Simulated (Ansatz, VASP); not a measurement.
**Nb2Te: VASP beside Ansatz**

```
CELL_PARAMETERS angstrom
3.87179 0.00000 0.00000
0.00000 3.87179 0.00000
0.00000 0.00000 5.46840
ATOMIC_POSITIONS crystal
Nb 0.50000 0.50000 0.27127
Nb 0.50000 0.50000 0.72873
Te 0.00000 0.00000 0.00000
```

Alike in both runs: task single point; functional PBE; k mesh 4 × 4 × 4; occupations gaussian, width 0.1 eV; no spin polarisation.

```csv
,VASP,Ansatz
version,VASP 6.6.1,Ansatz 0.2.0
potentials or method,"VASP PAW PBE potentials, release 64 (Nb_sv, Te), cutoff 520 eV","scalar-relativistic, plane waves, PAW"
valence electrons in the cell,32,42
```

|  | VASP | Ansatz | Ansatz less VASP |
| --- | --- | --- | --- |
| gap on the k mesh at the Fermi level (eV) | none | none | - |
| pressure (GPa) | -13.0 | -12.9 | +0.12 |
| traceless stress, the component that is largest in VASP (GPa) | 1.18 | 1.13 | -0.045 |
| rms of the force components (eV/Å) | 0.527 | 0.540 | +0.0126 |

Atom by atom the forces differ by 0.013 eV/Å (rms over components). A gap of «none» marks a metal or a gap that the smearing closes. The functional is the same, so the differences come from potentials, cutoffs and numerics. VASP's potentials hold 32 valence electrons a cell and Ansatz's 42, so a difference there can come from the potentials and not from the codes.

The k mesh is coarse, so the values compare programs but aren't converged. Neither program's run includes spin-orbit coupling.
